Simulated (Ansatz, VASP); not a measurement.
# One calculation of Bi2Se3, two programs

File INCAR:

```
SYSTEM = Bi2Se3
PREC = Accurate
ENCUT = 500
EDIFF = 1E-6
ISMEAR = 0
SIGMA = 0.01
LREAL = .FALSE.
LASPH = .TRUE.
NELM = 120
ALGO = Normal
ISIF = 2
LWAVE = .FALSE.
LCHARG = .TRUE.
GGA = PE
LELF = .TRUE.
LVHAR = .TRUE.
NBANDS = 32
GGA_COMPAT = .FALSE.
```

File KPOINTS:

```
Automatic mesh
0
G
  6 6 6
  0 0 0
```

File POSCAR:

```
Bi2Se3
1.0
    2.0715000000      1.1959810826      9.5453333333
   -2.0715000000      1.1959810826      9.5453333333
    0.0000000000     -2.3919621653      9.5453333333
Bi Se
2 3
Direct
    0.4007966667      0.4007966667      0.4007966667
    0.5992033333      0.5992033333      0.5992033333
    0.0000000000      0.0000000000      0.0000000000
    0.2117033333      0.2117033333      0.2117033333
    0.7882966667      0.7882966667      0.7882966667
```

Input for Ansatz:

```yaml
crystal:
  lattice:
    a: 4.143
    b: 4.143
    c: 28.636
    alpha: 90.0
    beta: 90.0
    gamma: 120.0
  space_group: 166
  atoms:
    - { symbol: Bi, position: [0.6666666666666666, 0.3333333333333333, 0.73413] }
    - { symbol: Se, position: [0.0, 0.0, 0.0] }
    - { symbol: Se, position: [0.3333333333333333, 0.6666666666666666, 0.87837] }
  reduce_to_primitive: true
basis:
  ecutwfc: 435.382179935808
kpoints:
  mp_grid:
    grid: [6, 6, 6]
hamiltonian:
  xc: pbe
scf:
  occupations:
    method: fixed
output:
  eigenvalues: true
```

Alike in both runs: task single point; functional PBE; k mesh 6 × 6 × 6; no spin polarisation.

```csv
,VASP,Ansatz
version,VASP 6.6.1,Ansatz 0.2.0
potentials or method,"VASP PAW PBE potentials, release 64 (Bi_d, Se), cutoff 500 eV","plane waves, PAW"
occupations,"gaussian, width 0.01 eV",fixed
valence electrons in the cell,48,78
```

|  | VASP | Ansatz | Ansatz less VASP |
| --- | --- | --- | --- |
| gap on the k mesh at the Fermi level (eV) | 0.22 | 0.22 | +0.002 |

VASP's potentials hold 48 valence electrons a cell and Ansatz's 78, so a difference there can come from the potentials and not from the codes.

Spin-orbit coupling is off throughout.
